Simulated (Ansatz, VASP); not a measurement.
## Two plane-wave programs on B3N2

The input INCAR:

```
PREC = Accurate
ENCUT = 600
EDIFF = 1E-6
ISMEAR = 0
SIGMA = 0.1
LREAL = False
LASPH = True
NELM = 100
ALGO = Normal
ISIF = 3
LWAVE = False
LCHARG = False
GGA = PE
IBRION = 2
NSW = 100
EDIFFG = -0.01
```

File KPOINTS:

```
regular mesh
0
Gamma
  12 12 10
```

POSCAR

```
B3N2
1.0
    3.4471569832      0.0000000000      0.0000000000
   -1.7235784916      2.9853255183      0.0000000000
    0.0000000000      0.0000000000      4.3130874693
B N
3 2
Direct
    0.3348528644      0.0000000000      0.0000000000
    0.0000000000      0.3348528644      0.0000000000
    0.6651471356      0.6651471356      0.0000000000
    0.0000000000      0.0000000000      0.7596731720
    0.0000000000      0.0000000000      0.2403268280
```

Input for Ansatz:

```yaml
crystal:
  lattice:
    - [3.4471569832, 0.0, 0.0]
    - [-1.7235784916, 2.9853255183, 0.0]
    - [0.0, 0.0, 4.3130874693]
  atoms:
    - { symbol: B, position: [0.3348528644, 0.0, 0.0] }
    - { symbol: B, position: [0.0, 0.3348528644, 0.0] }
    - { symbol: B, position: [0.6651471356, 0.6651471356, 0.0] }
    - { symbol: "N", position: [0.0, 0.0, 0.759673172] }
    - { symbol: "N", position: [0.0, 0.0, 0.240326828] }
basis:
  ecutwfc: 420
kpoints:
  mp_grid: { grid: [12, 12, 10] }
hamiltonian:
  xc: pbe
scf:
  occupations: { method: gaussian, width: 0.1 }
output:
  forces: true
  stress: true
  eigenvalues: true
relax:
  adjacent_minimum: "off"
  f_tol: 0.01
  max_steps: 80
  cell: { stress_tol: 0.05 }
```

Alike in both runs: task relaxation of cell and atoms; functional PBE; k mesh 12 × 12 × 10; occupations gaussian, width 0.1 eV; no spin polarisation.

|  | VASP | Ansatz |
| --- | --- | --- |
| version | VASP 6.6.1 | Ansatz 0.2.0 |
| potentials or method | VASP PAW PBE potentials, release 64 (B, N), cutoff 600 eV | scalar-relativistic, plane waves, PAW |
| valence electrons in the cell | 19 | 19 |

```csv
,VASP,Ansatz,Ansatz less VASP
"gap on the k mesh at the Fermi level, each at its own relaxed structure (eV)",none,none,-
relaxed volume (Å³/atom),8.80,8.83,+0.026
relaxed cell length with the largest relative difference (Å),3.444,3.447,+0.0036
```

A gap of «none» marks a metal or a gap that the smearing closes.
